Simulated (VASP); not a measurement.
Crystal: BaTa2.

```
Ba Ta
1.0
     0.00000    3.33858    3.33858
     3.33858    0.00000    3.33858
     3.33858    3.33858    0.00000
Ba Ta
1 2
Direct
  0.00000 0.00000 0.00000
  0.25000 0.25000 0.25000
  0.75000 0.75000 0.75000
```

* Program: VASP 6.6.1
* Task: relaxation of cell and atoms
* Functional: PBE
* Potentials or basis: VASP PAW PBE potentials, release 64 (Ba_sv, Ta_pv)
* Cutoff: 600 eV
* k mesh: 12 × 12 × 12
* Occupations: gaussian, width 0.1 eV
* Spin: no spin polarisation

At the start: pressure 3.2 GPa; volume 24.81 Å³/atom.

How do energy, volume and symmetry change on relaxing?

Over 3 steps the energy falls by 11.1 meV/atom and the volume is 25.98 Å³/atom (+4.7 %); space group Fm-3m (No. 225, to 0.05 Å).

The path:
| step | energy change (eV) | largest force (eV/Å) | pressure (GPa) | volume (Å³) |
| --- | --- | --- | --- | --- |
| 1 | 0.0000 | 0.0000 | 3.18 | 74.42 |
| 2 | -0.0246 | 0.0000 | -1.40 | 79.85 |
| 3 | -0.0332 | 0.0000 | 0.01 | 77.93 |

Final structure:
```
Ba Ta
1.0
     0.00000    3.39019    3.39019
     3.39019    0.00000    3.39019
     3.39019    3.39019    0.00000
Ba Ta
1 2
Direct
  0.00000 0.00000 0.00000
  0.25000 0.25000 0.25000
  0.75000 0.75000 0.75000
```
